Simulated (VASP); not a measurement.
# GaP (F-43m) in VASP: a series of runs

GaP is run at these levels: LDA; tasks: G0W0 quasiparticle levels.

Program: VASP 6.6.1. These are calculated values, not measurements. Logs are shortened: lines on timing, memory, paths and dates and some standing lists are left out, and cuts for length are marked.

### 1 The cell of the first run

Symmetry: F-43m, No. 216, cubic system. Conventional cell: a = 5.451 Å, b = 5.451 Å, c = 5.451 Å, α = 90.00°, β = 90.00°, γ = 90.00°. Ga (site symmetry -43m) has 4 P at 2.36 Å within 3.1 Å. Within 3.1 Å of P (site symmetry -43m) lie 4 Ga at 2.36 Å.

### 2 G0W0 quasiparticle levels, LDA

POSCAR reads:

```
GaP
1.0
    0.0000000000      2.7253992957      2.7253992957
    2.7253992957      0.0000000000      2.7253992957
    2.7253992957      2.7253992957      0.0000000000
Ga P
1 1
Direct
    0.0000000000      0.0000000000      0.0000000000
    0.2500000000      0.2500000000      0.2500000000
```

INCAR.step1 reads:

```
PREC = Accurate ; ENCUT = 500
EDIFF = 1E-8 ; ISMEAR = 0
SIGMA = 0.01 ; LREAL = False
LASPH = True ; NELM = 60
ALGO = Normal ; LWAVE = True
LCHARG = False ; GGA = CA
```

INCAR.step2 reads:

```
PREC = Accurate ; ENCUT = 500
EDIFF = 1E-8 ; ISMEAR = 0
SIGMA = 0.01 ; LREAL = False
LASPH = True ; NELM = 1
ALGO = Exact ; LWAVE = True
LCHARG = False ; GGA = CA
NBANDS = 49 ; LOPTICS = True
ISTART = 1
```

INCAR.step3 reads:

```
PREC = Accurate ; ENCUT = 500
EDIFF = 1E-8 ; ISMEAR = 0
SIGMA = 0.01 ; LREAL = False
LASPH = True ; ALGO = EVGW0
LWAVE = False ; LCHARG = False
GGA = CA ; NELMGW = 1
NBANDS = 49 ; ENCUTGW = 60.0
NOMEGA = 48 ; PRECFOCK = Fast
ISTART = 1 ; NBANDSGW = 17
```

KPOINTS reads:

```
Automatic mesh
0
Gamma
  4 4 4
```

Potentials or basis: VASP PAW LDA potentials, release 64 (Ga_d_GW, P_GW).

Started as:

```bash
$ cat potpaw_LDA.64/Ga_d_GW/POTCAR potpaw_LDA.64/P_GW/POTCAR > POTCAR
$ cp INCAR.step1 INCAR
$ mpirun -np 1 vasp_std > vasp.out
$ cp INCAR.step2 INCAR
$ mpirun -np 1 vasp_std > vasp.out
$ cp INCAR.step3 INCAR
$ mpirun -np 1 vasp_std > vasp.out
```

OUTCAR:

```text
PREC = Accurate
   ENCUT = 500
   EDIFF = 1E-8
   ISMEAR = 0
   LREAL = False
   LASPH = True
   GGA = CA
   NELMGW = 1
   ENCUTGW = 60.0
   PRECFOCK = Fast
   ISTART = 1

 ion  position               nearest neighbor table
   1  0.000  0.000  0.000-   2 2.36   2 2.36   2 2.36   2 2.36
   2  0.250  0.250  0.250-   1 2.36   1 2.36   1 2.36   1 2.36

  LATTYP: Found a face centered cubic cell.
 ALAT       =     5.4507985914

  Lattice vectors:

 A1 = (   0.0000000000,   2.7253992957,   2.7253992957)
 A2 = (   2.7253992957,   0.0000000000,   2.7253992957)
 A3 = (   2.7253992957,   2.7253992957,   0.0000000000)

Analysis of symmetry for initial positions (statically):
=====================================================================
 Subroutine PRICEL returns:
 Original cell was already a primitive cell.

 Routine SETGRP: Setting up the symmetry group for a
 face centered cubic supercell.

 Subroutine GETGRP returns: Found 24 space group operations
 (whereof 24 operations were pure point group operations)
 out of a pool of 48 trial point group operations.

The static configuration has the point symmetry T_d .

Analysis of symmetry for dynamics (positions and initial velocities):
=====================================================================
 Subroutine PRICEL returns:
 Original cell was already a primitive cell.

 Routine SETGRP: Setting up the symmetry group for a
 face centered cubic supercell.

 Subroutine GETGRP returns: Found 24 space group operations
 (whereof 24 operations were pure point group operations)
 out of a pool of 48 trial point group operations.

The dynamic configuration has the point symmetry T_d .

 Subroutine INISYM returns: Found 24 space group operations
 (whereof 24 operations are pure point group operations),
 and found     1 'primitive' translations

----------------------------------------------------------------------------------------

                                     Primitive cell

  volume of cell :      40.4874

  direct lattice vectors                    reciprocal lattice vectors
     0.000000000  2.725399296  2.725399296    -0.183459356  0.183459356  0.183459356
     2.725399296  0.000000000  2.725399296     0.183459356 -0.183459356  0.183459356
     2.725399296  2.725399296  0.000000000     0.183459356  0.183459356 -0.183459356

  length of vectors
     3.854296647  3.854296647  3.854296647     0.317760926  0.317760926  0.317760926

  position of ions in fractional coordinates (direct lattice)
     0.000000000  0.000000000  0.000000000
     0.250000000  0.250000000  0.250000000

  ion indices of the primitive-cell ions
   primitive index   ion index
                 1           1
                 2           2

----------------------------------------------------------------------------------------

 KPOINTS: Automatic mesh

Automatic generation of k-mesh.
 Grid dimensions read from file:
 generate k-points for:    4    4    4

 Generating k-lattice:

  Cartesian coordinates                     Fractional coordinates (reciprocal lattice)
    -0.045864839  0.045864839  0.045864839     0.250000000  0.000000000  0.000000000
     0.045864839 -0.045864839  0.045864839     0.000000000  0.250000000  0.000000000
     0.045864839  0.045864839 -0.045864839     0.000000000  0.000000000  0.250000000

  Length of vectors
     0.079440231  0.079440231  0.079440231

  Shift w.r.t. Gamma in fractional coordinates (k-lattice)
     0.000000000  0.000000000  0.000000000

 Subroutine IBZKPT returns following result:
 ===========================================

 Found      8 irreducible k-points:

 Following reciprocal coordinates:
            Coordinates               Weight
  0.000000  0.000000  0.000000      1.000000
  0.250000  0.000000  0.000000      8.000000
  0.500000  0.000000  0.000000      4.000000
  0.250000  0.250000  0.000000      6.000000
  0.500000  0.250000  0.000000     24.000000
 -0.250000  0.250000  0.000000     12.000000
  0.500000  0.500000  0.000000      3.000000
 -0.250000  0.500000  0.250000      6.000000
   k-points           NKPTS =      8   k-points in BZ     NKDIM =     64   number of bands    NBANDS=     49
   number of dos      NEDOS =    301   number of ions     NIONS =      2
   total plane-waves  NPLWV =  21952
   dimension x,y,z NGX =    28 NGY =   28 NGZ =   28
   dimension x,y,z NGXF=    56 NGYF=   56 NGZF=   56
   ions per type =               1   1
   NGX,Y,Z   is equivalent  to a cutoff of  12.08, 12.08, 12.08 a.u.
   NGXF,Y,Z  is equivalent  to a cutoff of  24.15, 24.15, 24.15 a.u.
 SYSTEM =  unknown system
   PREC   = accura    normal or accurate (medium, high low for compatibility)
   ISTART =      1    job   : 0-new  1-cont  2-samecut
   ICHARG =      0    charge: 1-file 2-atom 10-const
   ISPIN  =      1    spin polarized calculation?
   LNONCOLLINEAR =      F non collinear calculations
   LSORBIT =      F    spin-orbit coupling
   LASPH  =      T    aspherical Exc in radial PAW
   ENCUT  =  500.0 eV  36.75 Ry    6.06 a.u.   7.03  7.03  7.03*2*pi/ulx,y,z
   NELM   =     60;   NELMIN=  2; NELMDL=  0     # of ELM steps
   EDIFF  = 0.1E-07   stopping-criterion for ELM
   LREAL  =      F    real-space projection
   EDIFFG = 0.1E-06   stopping-criterion for IOM
   NSW    =      0    number of steps for IOM
   IBRION =     -1    ionic relax: 0-MD 1-quasi-New 2-CG
   NFREE  =      0    steps in history (QN), initial steepest desc. (CG)
   ISIF   =      0    stress and relaxation
   ISYM   =      3    0-nonsym 1-usesym 2-fastsym
   POTIM  = 0.5000    time-step for ionic-motion
   TEBEG  =    0.0;   TEEND  =   0.0 temperature during run
   PSTRESS=    0.0 pullay stress
   NELECT =      18.0000    total number of electrons
   NUPDOWN=      -1.0000    fix difference up-down
   EMIN   =  10.00;   EMAX   =-10.00  energy-range for DOS
   EFERMI =   0.00;   METHOD = LEGACY
   ISMEAR =     0;   SIGMA  =   0.01  broadening in eV -4-tet -1-fermi 0-gaus
   EFERMI_NEDOS =   21; number of points for ismear=-14 and -15
   IALGO  =     38    algorithm
   IMIX   =      4    mixing-type and parameters
     AMIX     =   0.40;   BMIX     =  1.00
     AMIX_MAG =   1.60;   BMIX_MAG =  1.00
  volume/ion in A,a.u.               =      20.24       136.61
  Fermi-wavevector in a.u.,A,eV,Ry     =   1.249469  2.361154 21.241049  1.561173
  Thomas-Fermi vector in A             =   2.383508
   LORBIT       =      0    0 simple, 1 ext, 2 COOP (PROOUT), +10 PAW based schemes
   GGA     = CA    functional components
   LHFCALC =     T    Hartree Fock is set to
   PRECFOCK=fast      Normal, Fast or Accurate (Low or Medium for compatibility)
   ENCUT4O =  -1.0   cutoff for four orbital integrals eV
   NKREDX  =     1    reduce k-point grid by
   NKREDY  =     1    reduce k-point grid by
   NKREDZ  =     1    reduce k-point grid by
   AEXX    =    1.0000 exact exchange contribution
   HFSCREEN=    0.0000 screening length (either q_TF or 0.3 A-1)
   HFSCREENC=   0.0000 screening length for correlation (either q_TF or 0.3 A-1)
   ENCUTFOCK=  -1.0 apply spherical cutoff to Coloumb kernel
   IVDW    =     0    specifies the selected vdW correction
   LEPSILON=     F    determine dielectric tensor
   LRPA    =     F    only Hartree local field effects (RPA)
   LRPAFORCE           =     F    calculate RPA forces
   ENCUTGW             =  60.0    cutoff for response function in eV
   ENCUTGWSOFT         =  48.0    soft cutoff for Coulomb kernel in GW response function in eV
   ENCUTLF             =  -1.0    cutoff for local field effects
   NELMGW              =     1    number of iterations in solving QP/BSE equation
   NELMHF              =     1    number of iterations in the inner HF iteration
   NKREDLFX            =     1    NKREDLFY  =   1   NKREDLFZ  =   1
 non-spin polarized calculation
 Gauss-broadening in eV      SIGMA  =   0.01
  energy-cutoff  :      500.00
  volume of cell :       40.49
 maximum number of plane-waves:      1056
  NGX = 16; NGY = 16; NGZ = 16
   NGX = 13   NGY = 13   NGZ = 13
 maximum number of plane-waves:        51
 NGX is ok and might be reduce to    10

 QP shifts <psi_nk| G(iteration)W_0 |psi_nk>: iteration 1
 for sc-GW calculations column KS-energies equals QP-energies in previous step
 and V_xc(KS)=  KS-energies - (<T + V_ion + V_H > + <T+V_H+V_ion>^1  + <V_x>^1)

 k-point   1 :       0.0000    0.0000    0.0000
  band No.  KS-energies  QP-energies   sigma(KS)   V_xc(KS)     V^pw_x(r,r')   Z            occupation Imag(sigma)

      1     -10.5440     -13.7722     -26.5424     -21.8385     -34.9794       0.6863       2.0000       0.2490
      2     -10.5440     -13.7722     -26.5424     -21.8385     -34.9794       0.6863       2.0000       0.2490
      3     -10.5440     -13.7722     -26.5424     -21.8385     -34.9794       0.6863       2.0000       0.2490
      4     -10.4478     -13.7201     -26.7106     -21.9565     -35.1079       0.6883       2.0000       0.2136
      5     -10.4478     -13.7201     -26.7106     -21.9565     -35.1079       0.6883       2.0000       0.2136
      6      -8.3089      -8.3584     -11.6221     -11.5453     -18.6271       0.6440       2.0000       1.0707
[... 9 lines left out ...]
     16      13.9111      14.6061     -10.0987     -11.0266      -4.9798       0.7490       0.0000      -0.2800
     17      16.4264      16.7611      -8.2060      -8.6493      -2.4474       0.7552       0.0000      -0.5591

 k-point   2 :       0.2500    0.0000    0.0000
  band No.  KS-energies  QP-energies   sigma(KS)   V_xc(KS)     V^pw_x(r,r')   Z            occupation Imag(sigma)

      1     -10.5834     -13.7357     -26.2465     -21.6425     -34.6915       0.6847       2.0000       0.2680
      2     -10.5300     -13.7683     -26.5764     -21.8647     -35.0123       0.6873       2.0000       0.2475
      3     -10.5300     -13.7683     -26.5764     -21.8647     -35.0123       0.6873       2.0000       0.2475
      4     -10.4470     -13.7287     -26.7114     -21.9583     -35.1123       0.6904       2.0000       0.2137
      5     -10.4470     -13.7287     -26.7114     -21.9583     -35.1123       0.6904       2.0000       0.2137
      6      -7.5315      -7.6289     -12.0245     -11.8797     -18.7769       0.6729       2.0000       1.0012
[... 9 lines left out ...]
     16      13.8379      14.2537      -7.8639      -8.4121      -2.4945       0.7586       0.0000      -0.3511
     17      17.0167      17.6731      -8.7252      -9.6003      -2.9751       0.7500       0.0000      -0.5718

 k-point   3 :       0.5000    0.0000    0.0000
  band No.  KS-energies  QP-energies   sigma(KS)   V_xc(KS)     V^pw_x(r,r')   Z            occupation Imag(sigma)
[... 85 lines left out ...]
      1     -10.6532     -13.7253     -26.0110     -21.4909     -34.4743       0.6796       2.0000       0.2848
      2     -10.4835     -13.7110     -26.5732     -21.8551     -34.9691       0.6841       2.0000       0.2200
      3     -10.4808     -13.7768     -26.7085     -21.9655     -35.1454       0.6949       2.0000       0.2427
      4     -10.4808     -13.7768     -26.7085     -21.9655     -35.1454       0.6949       2.0000       0.2427
      5     -10.4269     -13.7346     -26.7517     -21.9959     -35.1628       0.6955       2.0000       0.2115
      6      -5.2950      -5.3892     -12.8880     -12.7515     -19.0214       0.6897       2.0000       0.7327
[... 9 lines left out ...]
     16      17.0032      17.7853     -10.3190     -11.3465      -4.6159       0.7612       0.0000      -0.5857
     17      17.0032      17.7853     -10.3190     -11.3465      -4.6159       0.7612       0.0000      -0.5857

 k-point   8 :      -0.2500    0.5000    0.2500
  band No.  KS-energies  QP-energies   sigma(KS)   V_xc(KS)     V^pw_x(r,r')   Z            occupation Imag(sigma)

      1     -10.6336     -13.7039     -26.0270     -21.5100     -34.4966       0.6797       2.0000       0.2857
      2     -10.5076     -13.7757     -26.6440     -21.9104     -35.0729       0.6904       2.0000       0.2419
      3     -10.4862     -13.7561     -26.6582     -21.9288     -35.0919       0.6914       2.0000       0.2402
      4     -10.4632     -13.7228     -26.6750     -21.9306     -35.0770       0.6870       2.0000       0.2177
      5     -10.4397     -13.7235     -26.7157     -21.9663     -35.1225       0.6914       2.0000       0.2127
      6      -5.1991      -5.3123     -13.0854     -12.9230     -19.2149       0.6969       2.0000       0.7183
[... 9 lines left out ...]
     16      17.7732      18.7549     -10.1333     -11.4596      -4.0299       0.7402       0.0000      -0.6694
     17      17.8584      18.5404      -9.6751     -10.5832      -3.7095       0.7510       0.0000      -0.6842
```

Run time: 73 s. Hardware: 1 thread of Intel Xeon 6975P-C, shared host; peak memory 0.37 GiB.

Results:

* Band gap on the k mesh, mean-field level: 1.46 eV, indirect (least direct gap 1.62 eV)
* Quasiparticle gap: 1.83 eV
* Least direct quasiparticle gap: 2.66 eV

Caveat: the k points lie up to 0.50 Å⁻¹ apart; bands, screening cutoff and mesh are small and nothing is extrapolated, so the quasiparticle values aren't converged. A k mesh can miss the band edges.

(Continued in part 2 of 2.)
